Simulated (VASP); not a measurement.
Write the native input for VASP 6.6.1 that does the following.

```yaml
Task: single point
Functional: PBE
Potentials_or_basis: VASP PAW PBE potentials, release 64 (K_sv, F)
Cutoff: 520 eV
k_mesh: 8 × 8 × 8
Occupations: gaussian, width 0.05 eV
Spin: no spin polarisation
Dipole_correction: no
Further_INCAR_settings: ALGO = Normal; EDIFF = 1e-07; NBANDS = 15
```

The structure of KF lies in POSCAR:

```
KF
1.0
    0.1484580009      2.8153681976      2.8153681976
    2.8153681976      0.1484580009      2.8153681976
    2.8153681976      2.8153681976      0.1484580009
K F
1 1
Direct
    0.0000000000      0.0000000000      0.0000000000
    0.5000000000      0.5000000000      0.5000000000
```

These files were run (other wordings do the same):

INCAR

```
SYSTEM = KF
PREC     = Accurate       ! precision mode
ENCUT    = 520            ! plane-wave cutoff, eV
EDIFF    = 1E-7           ! SCF threshold, eV
ISMEAR   = 0              ! smearing method
SIGMA    = 0.05           ! smearing width, eV
LREAL    = .FALSE.        ! projectors in reciprocal space
LASPH    = .TRUE.         ! aspherical terms in the spheres
NELM     = 60             ! most SCF steps
ALGO     = Normal         ! electronic algorithm
ISIF     = 2              ! what is computed and relaxed
LWAVE    = .FALSE.        ! write WAVECAR
LCHARG   = .FALSE.        ! write CHGCAR
GGA      = PE             ! functional
NBANDS   = 15             ! bands
```

KPOINTS

```
regular mesh
0
G
  8 8 8
  0 0 0
```

Potentials or basis: VASP PAW PBE potentials, release 64 (K_sv, F).

The run is started by

```console
$ cat potpaw_PBE.64/K_sv/POTCAR potpaw_PBE.64/F/POTCAR > POTCAR
$ mpirun -np 1 vasp_std > vasp.out
```

It gave:

| Quantity | Value |
| --- | --- |
| Pressure | -0.9 GPa |
| Band gap on the k mesh | 5.73 eV |

Wall time 51 s on 1 thread of Intel(R) Xeon(R) Platinum 8259CL CPU @ 2.50GHz (Skylake/Cascade Lake), with other jobs on the host, peak memory 0.19 GiB.
